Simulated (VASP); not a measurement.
A run of VASP 6.6.1 is set up as follows.

Contents of INCAR:

```
PREC = Accurate
ENCUT = 520
EDIFF = 1E-6
ISMEAR = 1
SIGMA = 0.1
LREAL = F
LASPH = T
NELM = 60
ALGO = Normal
ISIF = 2
LWAVE = F
LCHARG = F
GGA = PS
NBANDS = 12
```

File KPOINTS:

```
Automatic mesh
0
Gamma
  13 13 13
```

File POSCAR:

```
Y
1.0
    3.1773806871      0.0000000000      0.0000000000
    0.0000000000      3.1773806871      0.0000000000
    0.0000000000      0.0000000000      3.1773806871
Y
1
Direct
    0.0000000000      0.0000000000      0.0000000000
```

Potentials or basis: VASP PAW PBE potentials, release 64 (Y_sv).

The run is started by

```console
$ cat potpaw_PBE.64/Y_sv/POTCAR > POTCAR
$ mpirun -np 1 vasp_std > vasp.out
```

Task: Predict the pressure.

Result: 0.5 GPa.

Task: Predict the band gap on the k mesh.

Result: Zero (an odd number of electrons rules out a gap without spin polarisation).

Caveat: the PAW data sets were made with another functional, which shifts forces and pressure a little.
